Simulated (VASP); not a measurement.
Set up this calculation in VASP 6.6.1, as the native input.

```yaml
Task: single point
Functional: r2SCAN
Potentials_or_basis: VASP PAW PBE potentials, release 64 (Ga_d, N)
Cutoff: 520 eV
k_mesh: 9 × 9 × 4
Occupations: gaussian, width 0.01 eV
Spin: no spin polarisation
Dipole_correction: no
Further_INCAR_settings: ALGO = Normal; EDIFF = 1e-06; NBANDS = 26
```

The system is GaN.

```
CELL_PARAMETERS angstrom
3.21467 0.00000 0.00000
-1.60733 2.78398 0.00000
0.00000 0.00000 5.23495
ATOMIC_POSITIONS crystal
Ga 0.33333 0.66667 0.99911
Ga 0.66667 0.33333 0.49911
N 0.33333 0.66667 0.37589
N 0.66667 0.33333 0.87589
```

This cell differs from its parent crystal: volume changed by +3%.

One way to write it, as run:

POSCAR

```
GaN
1.0
    3.2146679549      0.0000000000      0.0000000000
   -1.6073339775      2.7839841137      0.0000000000
    0.0000000000      0.0000000000      5.2349519115
Ga N
2 2
Direct
    0.3333333333      0.6666666667     -0.0008868499
    0.6666666667      0.3333333333      0.4991131501
    0.3333333333      0.6666666667      0.3758868499
    0.6666666667      0.3333333333      0.8758868499
```

INCAR.step1

```
PREC = Accurate
ENCUT = 520
ISMEAR = 0
SIGMA = 0.01
LREAL = False
LASPH = True
NELM = 80
NBANDS = 26
GGA = PE
ALGO = Normal
EDIFF = 1E-4
LWAVE = True
LCHARG = False
```

INCAR.step2

```
PREC = Accurate
ENCUT = 520
EDIFF = 1E-6
ISMEAR = 0
SIGMA = 0.01
LREAL = False
LASPH = True
NELM = 80
ALGO = Normal
ISIF = 2
LWAVE = False
LCHARG = False
METAGGA = R2SCAN
LMIXTAU = True
NBANDS = 26
ISTART = 1
```

KPOINTS

```
regular mesh
0
Gamma
  9 9 4
```

Potentials or basis: VASP PAW PBE potentials, release 64 (Ga_d, N).

Launch:

```sh
$ cat potpaw_PBE.64/Ga_d/POTCAR potpaw_PBE.64/N/POTCAR > POTCAR
$ cp INCAR.step1 INCAR
$ mpirun -np 1 vasp_std > vasp.out
$ cp INCAR.step2 INCAR
$ mpirun -np 1 vasp_std > vasp.out
```

Results of the run:

| Item | Value |
| --- | --- |
| Pressure | -4.5 GPa |
| Band gap on the k mesh | 2.14 eV, direct |

Caveat: the PAW data sets were made with another functional, which shifts forces and pressure a little.

Run time: 110 s on 1 thread of AMD EPYC 9R45 96-Core Processor (Zen 5), on a shared host, peak memory 0.16 GiB.
